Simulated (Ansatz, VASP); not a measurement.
**One calculation of MgSe, two programs**

```xyz
2
Lattice="0.0000 2.8304 2.8304 2.8304 0.0000 2.8304 2.8304 2.8304 0.0000" Properties=species:S:1:pos:R:3 pbc="T T T"
Mg    0.0000    0.0000    0.0000
Se    2.8304    2.8304    2.8304
```

Alike in both runs: task single point; functional PBE; k mesh 5 × 5 × 5; no spin polarisation.

|  | VASP | Ansatz |
| --- | --- | --- |
| version | VASP 6.6.1 | Ansatz 0.2.0 |
| potentials or method | VASP PAW PBE potentials, release 64 (Mg, Se), cutoff 600 eV | plane waves, PAW |
| occupations | gaussian, width 0.01 eV | fixed |
| valence electrons in the cell | 8 | 26 |

VASP gave:

- pressure (GPa): -4.2

Problem. What did Ansatz give for the same quantities?

Solution. Pressure (GPa): -4.1.

VASP's potentials hold 8 valence electrons a cell and Ansatz's 26, so a difference there can come from the potentials and not from the codes.
